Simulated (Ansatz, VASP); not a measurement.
## Two plane-wave programs on Mo

```
Mo
1.0
    -1.18093    1.63864    1.63864
     1.63864   -1.18093    1.63864
     1.63864    1.63864   -1.18093
Mo
1
Direct
  0.00000 0.00000 0.00000
```

Alike in both runs: task single point; functional LDA; k mesh 22 × 22 × 22; occupations gaussian, width 0.15 eV; no spin polarisation.

```csv
,VASP,Ansatz
version,VASP 6.6.1,Ansatz 0.2.0
potentials or method,"VASP PAW LDA potentials, release 64 (Mo_sv), cutoff 520 eV","scalar-relativistic, plane waves, PAW"
valence electrons in the cell,14,14
```

```csv
,VASP,Ansatz,Ansatz less VASP
gap on the k mesh at the Fermi level (eV),none,none,-
pressure (GPa),-8.7,-9.6,-0.97
"traceless stress, the component that is largest in VASP (GPa)",-11.51,-11.46,+0.052
```

Ansatz warns that its potentials were made for another functional, while VASP's fit it. LDA's correlation is that of Perdew and Zunger in VASP and of Perdew and Wang (1992) in Ansatz. A gap of «none» marks a metal or a gap that the smearing closes.
